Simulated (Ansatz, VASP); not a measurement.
Cu in VASP and in Ansatz

```
CELL_PARAMETERS angstrom
-1.39900 1.39900 1.39607
1.39900 -1.39900 1.39607
1.39900 1.39900 -1.39607
ATOMIC_POSITIONS crystal
Cu 0.00000 0.00000 0.00000
```

Alike in both runs: task single point; functional LDA; k mesh 24 × 24 × 24; occupations gaussian, width 0.15 eV; no spin polarisation.

|  | VASP | Ansatz |
| --- | --- | --- |
| version | VASP 6.6.1 | Ansatz 0.2.0 |
| potentials or method | VASP PAW LDA potentials, release 64 (Cu), cutoff 520 eV | scalar-relativistic, plane waves, PAW |
| valence electrons in the cell | 11 | 19 |

```tsv
	VASP	Ansatz	Ansatz less VASP
gap on the k mesh at the Fermi level (eV)	none	none	-
pressure (GPa)	0.8	-0.1	-0.91
```

Ansatz warns that its potentials were made for another functional, while VASP's fit it. LDA's correlation is that of Perdew and Zunger in VASP and of Perdew and Wang (1992) in Ansatz. A gap of «none» marks a metal or a gap that the smearing closes. VASP's potentials hold 11 valence electrons a cell and Ansatz's 19, so a difference there can come from the potentials and not from the codes.
